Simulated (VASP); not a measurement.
## PbF2 (Fluorocronite): single point with PBE

The system is PbF2 (Fluorocronite).

```
Pb F
1.0
     0.00000    2.76135    2.76135
     2.76135    0.00000    2.76135
     2.76135    2.76135    0.00000
Pb F
1 2
Direct
  0.00000 0.00000 0.00000
  0.25000 0.25000 0.25000
  0.75000 0.75000 0.75000
```

| Property | Result |
| --- | --- |
| Program | VASP 6.6.1 |
| Task | single point |
| Functional | PBE |
| Potentials or basis | VASP PAW PBE potentials, release 64 (Pb_d, F) |
| Cutoff | 520 eV |
| k mesh | 6 × 6 × 6 |
| Occupations | gaussian, width 0.01 eV |
| Spin | no spin polarisation |

```json
{"Pressure": "29.9 GPa", "Band gap on the k mesh": "4.31 eV, indirect (least direct gap 4.45 eV)"}
```

Levels at points of the mesh, in eV from the valence-band top:
```tsv
k point	band 11	band 12	band 13	band 14	band 15	band 16	band 17	band 18
(0.00, 0.00, 0.00)	-4.02	-3.54	-3.54	-3.54	6.79	6.79	6.79	11.06
(0.50, 0.00, 0.00)	-4.49	-3.64	-3.64	-0.13	4.82	8.27	8.27	13.48
(0.50, 0.50, 0.00)	-3.00	-2.91	-2.91	-0.14	4.31	8.30	8.62	8.62
```

Run time: 9.5 s on 1 thread of AMD EPYC 9R45 96-Core Processor (Zen 5) (shared host), peak memory 0.14 GiB.

Caveat: spin-orbit coupling is left out, which moves the levels of the heavy elements. A k mesh can miss the band edges.
